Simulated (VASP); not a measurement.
# LiBr (Fm-3m) in VASP: notebook, part 2 of 2

VASP 6.6.1.

## Step 4: Single point, PBE

Input file INCAR:

```
SYSTEM = LiBr
  PREC = Accurate
  ENCUT = 750
  EDIFF = 1E-6
  ISMEAR = -1
  SIGMA = 0.05
  LREAL = .False.
  LASPH = .True.
  NELM = 120
  ALGO = Normal
  ISIF = 2
  LWAVE = .False.
  LCHARG = .False.
  GGA = PE
  NBANDS = 12
  GGA_COMPAT = .False.
```

Input file KPOINTS:

```
Automatic mesh
0
Gamma
  6 6 6
  0 0 0
```

Input file POSCAR:

```
LiBr
1.0
    0.0000000000      2.7395485816      2.7395485816
    2.7395485816      0.0000000000      2.7395485816
    2.7395485816      2.7395485816      0.0000000000
Li Br
1 1
Direct
    0.0000000000      0.0000000000      0.0000000000
    0.5000000000      0.5000000000      0.5000000000
```

Potentials or basis: VASP PAW PBE potentials, release 64 (Li_sv, Br).

Run with:

```console
$ cat potpaw_PBE.64/Li_sv/POTCAR potpaw_PBE.64/Br/POTCAR > POTCAR
$ mpirun -np 1 vasp_std > vasp.out
```

OUTCAR:

```text
SYSTEM = LiBr
   PREC = Accurate
   ENCUT = 750
   EDIFF = 1E-6
   ISMEAR = -1
   LREAL = .False.
   LASPH = .True.
   NELM = 120
   ISIF = 2
   GGA = PE

 ion  position               nearest neighbor table
   1  0.000  0.000  0.000-
   2  0.500  0.500  0.500-

  LATTYP: Found a face centered cubic cell.
 ALAT       =     5.4790971632

  Lattice vectors:

 A1 = (   0.0000000000,   2.7395485816,   2.7395485816)
 A2 = (   2.7395485816,   0.0000000000,   2.7395485816)
 A3 = (   2.7395485816,   2.7395485816,   0.0000000000)

Analysis of symmetry for initial positions (statically):
=====================================================================
 Subroutine PRICEL returns:
 Original cell was already a primitive cell.

 Routine SETGRP: Setting up the symmetry group for a
 face centered cubic supercell.

 Subroutine GETGRP returns: Found 48 space group operations
 (whereof 48 operations were pure point group operations)
 out of a pool of 48 trial point group operations.

The static configuration has the point symmetry O_h .

Analysis of symmetry for dynamics (positions and initial velocities):
=====================================================================
 Subroutine PRICEL returns:
 Original cell was already a primitive cell.

 Routine SETGRP: Setting up the symmetry group for a
 face centered cubic supercell.

 Subroutine GETGRP returns: Found 48 space group operations
 (whereof 48 operations were pure point group operations)
 out of a pool of 48 trial point group operations.

The dynamic configuration has the point symmetry O_h .

 Subroutine INISYM returns: Found 48 space group operations
 (whereof 48 operations are pure point group operations),
 and found     1 'primitive' translations

----------------------------------------------------------------------------------------

                                     Primitive cell

  volume of cell :      41.1213
[... 106 lines left out ...]
   LHFCALC =     F    Hartree Fock is set to
   AEXX    =    0.0000 exact exchange contribution
   IVDW    =     0    specifies the selected vdW correction
   LEPSILON=     F    determine dielectric tensor
   LRPA    =     F    only Hartree local field effects (RPA)
 non-spin polarized calculation
  energy-cutoff  :      750.00
  volume of cell :       41.12
 maximum number of plane-waves:      1936
 NGX is ok and might be reduce to    36
   NGX = 17   NGY = 17   NGZ = 17

 number of electron      10.0000001 magnetization

 Free energy of the ion-electron system (eV)
  ---------------------------------------------------
  ext. energy  EPLUGINS =         0.00000000
  ---------------------------------------------------
  free energy    TOTEN  =        -6.64022371 eV

  energy without entropy =       -6.64022371  energy(sigma->0) =       -6.64022371

 E-fermi :   1.5133     XC(G=0):  -8.4758

 val. band max:        0.3963663775   @ k =   0.0000   0.0000   0.0000
 cond. band min:       5.3909439537   @ k =   0.0000   0.0000   0.0000
 fundamental gap:      4.9945775761
 Fermi energy:         1.5132792424

 k-point     1 :       0.0000    0.0000    0.0000
  band No.  band energies     occupation
      1     -43.9833      2.00000
      2     -13.0769      2.00000
      3       0.3964      2.00000
      4       0.3964      2.00000
      5       0.3964      2.00000
      6       5.3909      0.00000
      7      10.9063      0.00000
      8      10.9063      0.00000
      9      10.9063      0.00000
     10      12.6908      0.00000
     11      12.6908      0.00000
     12      12.6908      0.00000
[... 211 lines left out ...]
 k-point    16 :      -0.3333    0.5000    0.1667
  band No.  band energies     occupation
      1     -43.9819      2.00000
      2     -12.3975      2.00000
      3      -2.1839      2.00000
      4      -1.3226      2.00000
      5      -0.7639      2.00000
      6       7.5740      0.00000
      7       8.7177      0.00000
      8      10.2231      0.00000
      9      11.0049      0.00000
     10      13.5764      0.00000
     11      15.7302      0.00000
     12      17.7390      0.00000

------------------------ aborting loop because EDIFF is reached ----------------------------------------

  FORCE on cell =-STRESS in cart. coord.  units (eV):
  Direction    XX          YY          ZZ          XY          YZ          ZX
  --------------------------------------------------------------------------------------
  -------------------------------------------------------------------------------------
  Total        0.1075022      0.1075022      0.1075022     -0.0000000      0.0000000     -0.0000000
  in kB        4.1885218      4.1885218      4.1885218     -0.0000000      0.0000000     -0.0000000
  external PRESSURE =       4.1885218 kB  Pullay stress =       0.0000000 kB

 VOLUME and BASIS-vectors are now :
 -----------------------------------------------------------------------------
  energy-cutoff  :      750.00
  volume of cell :       41.12
      direct lattice vectors                 reciprocal lattice vectors
     0.000000000  2.739548582  2.739548582    -0.182511821  0.182511821  0.182511821
     2.739548582  0.000000000  2.739548582     0.182511821 -0.182511821  0.182511821
     2.739548582  2.739548582  0.000000000     0.182511821  0.182511821 -0.182511821

 POSITION                                       TOTAL-FORCE (eV/Angst)
 -----------------------------------------------------------------------------------
      0.00000      0.00000      0.00000         0.000000      0.000000     -0.000000
      2.73955      2.73955      2.73955        -0.000000      0.000000      0.000000
 -----------------------------------------------------------------------------------
    total drift:                                0.000000      0.000000      0.000000

  FREE ENERGIE OF THE ION-ELECTRON SYSTEM (eV)
  ---------------------------------------------------
  free  energy   TOTEN  =        -6.6402237101 eV

  energy  without entropy=       -6.6402237101  energy(sigma->0) =       -6.64022371
```

It took 6.5 s on 1 thread of Intel Xeon 6975P-C (Granite Rapids), shared host; peak memory 0.2 GiB.

What came out:

```
Free energy            : -6.6402 eV
Pressure               : 0.4 GPa
Band gap on the k mesh : 4.99 eV, direct
```

As with any semilocal functional, this PBE gap is likely too small.

## Step 5: Overview

| k mesh | smearing | gap on the mesh (eV) | pressure (GPa) |
| --- | --- | --- | --- |
| 4 × 4 × 4 | gaussian 0.01 eV | 4.99 | 0.6 |
| 6 × 6 × 6 | fermi-dirac 0.001 eV | 4.99 | 0.4 |
| 6 × 6 × 6 | fermi-dirac 0.05 eV | 4.99 | 0.4 |

Alike in all rows: task single point; level PBE; potentials or basis VASP PAW PBE potentials, release 64 (Li_sv, Br); no spin polarisation; cell as given; cutoff (eV) 750.

Caveats: some runs use coarse meshes.

Absolute energies hang on the potentials; compare differences alone.
